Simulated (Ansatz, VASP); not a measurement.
# Two plane-wave programs on NbSi2

File INCAR:

```
SYSTEM = NbSi2
PREC = Accurate ; ENCUT = 600
EDIFF = 1E-6 ; ISMEAR = -1
SIGMA = 0.1 ; LREAL = .False.
LASPH = .True. ; NELM = 100
ALGO = Normal ; ISIF = 3
LWAVE = .False. ; LCHARG = .False.
GGA = PS ; IBRION = 2
NSW = 80 ; EDIFFG = -0.01
```

Contents of KPOINTS:

```
regular mesh
0
Gamma
  8 8 5
  0 0 0
```

The input POSCAR:

```
NbSi2
1.0
    4.7940000000      0.0000000000      0.0000000000
   -2.3970000000      4.1517257900      0.0000000000
    0.0000000000      0.0000000000      6.5890000000
Nb Si
3 6
Direct
    0.5000000000      0.0000000000      0.0000000000
    0.5000000000      0.5000000000      0.6666666700
    0.0000000000      0.5000000000      0.3333333300
    0.1670000000      0.3340000000      0.0000000000
    0.8330000000      0.1670000000      0.6666666700
    0.6660000000      0.8330000000      0.3333333300
    0.8330000000      0.6660000000      0.0000000000
    0.1670000000      0.8330000000      0.6666666700
    0.3340000000      0.1670000000      0.3333333300
```

Input for Ansatz:

```yaml
crystal:
  lattice:
    - [4.794, 0.0, 0.0]
    - [-2.397, 4.15172579, 0.0]
    - [0.0, 0.0, 6.589]
  atoms:
    - { symbol: Nb, position: [0.5, 0.0, 0.0] }
    - { symbol: Nb, position: [0.5, 0.5, 0.66666667] }
    - { symbol: Nb, position: [0.0, 0.5, 0.33333333] }
    - { symbol: Si, position: [0.167, 0.334, 0.0] }
    - { symbol: Si, position: [0.833, 0.167, 0.66666667] }
    - { symbol: Si, position: [0.666, 0.833, 0.33333333] }
    - { symbol: Si, position: [0.833, 0.666, 0.0] }
    - { symbol: Si, position: [0.167, 0.833, 0.66666667] }
    - { symbol: Si, position: [0.334, 0.167, 0.33333333] }
  symmetry: { tolerance: 0.0003 }
hamiltonian:
  xc: pbesol
  pseudopotentials: { kind: paw, azcp: { folder: soft_1 } }
basis:
  ecutwfc: 420
magnetization:
  spin_polarized: false
scf:
  occupations: { method: fermi_dirac, width: 0.1 }
kpoints:
  mp_grid: { grid: [8, 8, 5], shift: [0, 0, 0] }
output:
  forces: true
  stress: true
  eigenvalues: true
relax:
  max_steps: 60
  cell: {}
```

Alike in both runs: task relaxation of cell and atoms; functional PBEsol; k mesh 8 × 8 × 5; occupations fermi-dirac, width 0.1 eV; no spin polarisation.

|  | VASP | Ansatz |
| --- | --- | --- |
| version | VASP 6.6.1 | Ansatz 0.2.0 |
| potentials or method | VASP PAW PBE potentials, release 64 (Nb_sv, Si), cutoff 600 eV | PAW plane waves |
| valence electrons in the cell | 63 | 63 |

```tsv
	VASP	Ansatz	Ansatz less VASP
gap on the k mesh at the Fermi level, each at its own relaxed structure (eV)	none	none	-
relaxed volume (Å³/atom)	14.38	14.39	+0.003
relaxed length of the cell vector where the two differ most in proportion (Å)	4.769	4.770	+0.0008
```

VASP's potentials were made for PBE, not for PBEsol, and Ansatz warns of the same on its side. A gap of «none» marks a metal or a gap that the smearing closes.
